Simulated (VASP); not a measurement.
A run of VASP 6.6.1 is set up as follows.

Contents of INCAR:

```
SYSTEM = CoH
PREC     = Accurate       ! precision mode
ENCUT    = 520            ! plane-wave cutoff, eV
EDIFF    = 1E-6           ! SCF threshold, eV
ISMEAR   = -1             ! smearing method
SIGMA    = 0.1            ! smearing width, eV
LREAL    = .FALSE.        ! projectors in reciprocal space
LASPH    = .TRUE.         ! aspherical terms in the spheres
NELM     = 150            ! most SCF steps
ALGO     = Normal         ! electronic algorithm
ISIF     = 2              ! what is computed and relaxed
LWAVE    = .FALSE.        ! write WAVECAR
LCHARG   = .TRUE.         ! write CHGCAR
ISPIN    = 2              ! spin polarisation
MAGMOM   = 2.5 0          ! initial moments
LORBIT   = 11             ! projections on sites
LMAXMIX  = 4              ! l up to which the mixer works
LELF     = .TRUE.         ! ELF
LVHAR    = .TRUE.       
NBANDS   = 16             ! bands
```

File KPOINTS:

```
regular mesh
0
G
  10 10 10
  0 0 0
```

Contents of POSCAR:

```
CoH
1.0
    2.2554751511      0.0000000000      0.0000000000
    0.0000000000      2.2554751511      0.0000000000
    0.0000000000      0.0000000000      2.2554751511
Co H
1 1
Direct
    0.0000000000      0.0000000000      0.0000000000
    0.5000000000      0.5000000000      0.5000000000
```

Potentials or basis: VASP PAW LDA potentials, release 64 (Co, H).

Command:

```console
$ cat potpaw_LDA.64/Co/POTCAR potpaw_LDA.64/H/POTCAR > POTCAR
$ mpirun -np 1 vasp_std > vasp.out
```

Predict the site moments.

Co +0.71; H -0.00 μB.

Predict the pressure.

28.7 GPa.

Predict the net moment.

0.71 μB per cell.
